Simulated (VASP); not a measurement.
Wanted: the native input for a VASP 6.6.1 run.

```
Task                   : single point
Functional             : PBE
Dispersion             : D3(BJ)
Potentials or basis    : VASP PAW PBE potentials, release 64 (Hf_pv, B)
Cutoff                 : 520 eV
k mesh                 : 15 × 15 × 15
Occupations            : fermi-dirac, width 0.05 eV
Spin                   : no spin polarisation
Dipole correction      : no
Further INCAR settings : ALGO = Normal; EDIFF = 1e-06; NBANDS = 14
```

The structure of HfB lies in POSCAR:

```
HfB
1.0
    0.0000000000      2.3100000000      2.3100000000
    2.3100000000      0.0000000000      2.3100000000
    2.3100000000      2.3100000000      0.0000000000
Hf B
1 1
Direct
    0.5000000000      0.5000000000      0.5000000000
    0.0000000000      0.0000000000      0.0000000000
```

The input as run:

INCAR

```
SYSTEM = HfB
ALGO = Normal ; EDIFF = 1E-6
ENCUT = 520 ; GGA = PE
ISIF = 2 ; ISMEAR = -1
IVDW = 12 ; LASPH = .TRUE.
LCHARG = .FALSE. ; LREAL = .FALSE.
LWAVE = .FALSE. ; NBANDS = 14
NELM = 60 ; PREC = Accurate
SIGMA = 0.05
```

KPOINTS

```
k-points
0
G
  15 15 15
  0 0 0
```

Potentials or basis: VASP PAW PBE potentials, release 64 (Hf_pv, B).

Launch:

```bash
$ cat potpaw_PBE.64/Hf_pv/POTCAR potpaw_PBE.64/B/POTCAR > POTCAR
$ mpirun -np 1 vasp_std > vasp.out
```

Results of the run:

- Pressure: 25.3 GPa
- Band gap on the k mesh: zero (an odd number of electrons rules out a gap without spin polarisation)
- Dispersion energy per atom: -0.400 eV

Caveat: three body term missing; the cell stands under pressure; spin-orbit coupling is left out, which moves the levels of the heavy elements.

Run time: 18 s on 1 thread of AMD EPYC 9R45 96-Core Processor (Zen 5), on a shared host, peak memory 0.15 GiB.
